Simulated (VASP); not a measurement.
The system is SiO2.

```
Si O
1.0
    -3.59684    3.59684    6.06359
     3.59684   -3.59684    6.06359
     3.59684    3.59684   -6.06359
Si O
5 10
Cartesian
  0.0000 0.0000 0.0000
  1.4818 0.0000 9.5535
  3.5968 2.1150 -3.4899
  0.0000 1.4818 2.5737
  2.1150 3.5968 3.4899
  0.0000 1.3058 0.9592
  -2.2910 3.5968 5.1044
  2.2910 3.5968 5.1044
  0.0000 5.8879 0.9592
  0.0000 0.0000 8.8979
  0.0000 0.0000 3.2293
  -1.3181 2.2788 3.0318
  -1.3181 4.9149 3.0318
  1.3181 2.2788 3.0318
  1.3181 4.9149 3.0318
```

| Property | Result |
| --- | --- |
| Program | VASP 6.6.1 |
| Task | relaxation of cell and atoms |
| Functional | PBE |
| Potentials or basis | VASP PAW PBE potentials, release 64 (Si, O) |
| Cutoff | 600 eV |
| k mesh | 4 × 4 × 4 |
| Occupations | fermi-dirac, width 0.02 eV |
| Spin | no spin polarisation |

At the start: pressure 2.9 GPa; volume 20.92 Å³/atom.

Q: How do energy, volume and symmetry change on relaxing?

A: Over 12 steps the energy falls by 5.1 meV/atom and the volume is 21.36 Å³/atom (+2.1 %); space group I-4m2 (No. 119, to 0.05 Å).

The path:
| step | energy change (eV) | largest force (eV/Å) | pressure (GPa) | volume (Å³) |
| --- | --- | --- | --- | --- |
| 1 | 0.0000 | 0.4756 | 2.90 | 313.78 |
| 2 | 0.0905 | 0.6529 | -3.92 | 331.29 |
| 3 | -0.0757 | 0.0442 | -0.04 | 320.68 |
| 4 | -0.0757 | 0.0440 | 0.01 | 320.54 |
| 5 | -0.0757 | 0.0696 | 0.02 | 320.49 |
| 6 | -0.0758 | 0.0250 | 0.01 | 320.51 |
| 7 | -0.0759 | 0.0332 | -0.03 | 320.56 |
| 8 | -0.0759 | 0.0220 | -0.02 | 320.55 |
| 9 | -0.0759 | 0.0248 | -0.02 | 320.47 |
| 10 | -0.0759 | 0.0148 | -0.02 | 320.49 |
| 11 | -0.0760 | 0.0057 | 0.01 | 320.36 |
| 12 | -0.0760 | 0.0047 | 0.01 | 320.37 |

Final structure:
```yaml
crystal:
  lattice:
    - [-3.62175, 3.62175, 6.10593]
    - [3.62175, -3.62175, 6.10593]
    - [3.62175, 3.62175, -6.10593]
  atoms:
    - { symbol: Si, position: [0.00000, 0.00000, 0.00000] }
    - { symbol: Si, position: [0.78780, 0.99361, 0.20581] }
    - { symbol: Si, position: [0.00639, 0.21220, 0.79419] }
    - { symbol: Si, position: [0.41801, 0.21220, 0.20581] }
    - { symbol: Si, position: [0.78780, 0.58199, 0.79419] }
    - { symbol: O, position: [0.26134, 0.07872, 0.18262] }
    - { symbol: O, position: [0.92128, 0.10391, 0.18262] }
    - { symbol: O, position: [0.92128, 0.73866, 0.81738] }
    - { symbol: O, position: [0.89609, 0.07872, 0.81738] }
    - { symbol: O, position: [0.73287, 0.73287, 0.00000] }
    - { symbol: O, position: [0.26713, 0.26713, 0.00000] }
    - { symbol: O, position: [0.56597, 0.06597, 0.13193] }
    - { symbol: O, position: [0.93403, 0.06597, 0.50000] }
    - { symbol: O, position: [0.56597, 0.43403, 0.50000] }
    - { symbol: O, position: [0.93403, 0.43403, 0.86807] }
```
